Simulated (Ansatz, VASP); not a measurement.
# BaO in VASP and in Ansatz

```xyz
2
Lattice="0.0000 2.7171 2.7171 2.7171 0.0000 2.7171 2.7171 2.7171 0.0000" Properties=species:S:1:pos:R:3 pbc="T T T"
Ba    0.0000    0.0000    0.0000
O     2.7171    2.7171    2.7171
```

Alike in both runs: task single point; functional LDA; k mesh 8 × 8 × 8; no spin polarisation.

|  | VASP | Ansatz |
| --- | --- | --- |
| version | VASP 6.6.1 | Ansatz 0.2.0 |
| potentials or method | VASP PAW LDA potentials, release 64 (Ba_sv, O), cutoff 600 eV | scalar-relativistic, plane waves, PAW |
| occupations | gaussian, width 0.01 eV | fixed |
| valence electrons in the cell | 16 | 16 |

```csv
,VASP,Ansatz,Ansatz less VASP
gap on the k mesh at the Fermi level (eV),1.60,1.69,+0.088
least direct gap on the mesh (eV),1.60,1.69,+0.088
```

Ansatz warns that its potentials were made for another functional, while VASP's fit it. LDA's correlation is that of Perdew and Zunger in VASP and of Perdew and Wang (1992) in Ansatz.

Neither program's run includes spin-orbit coupling.
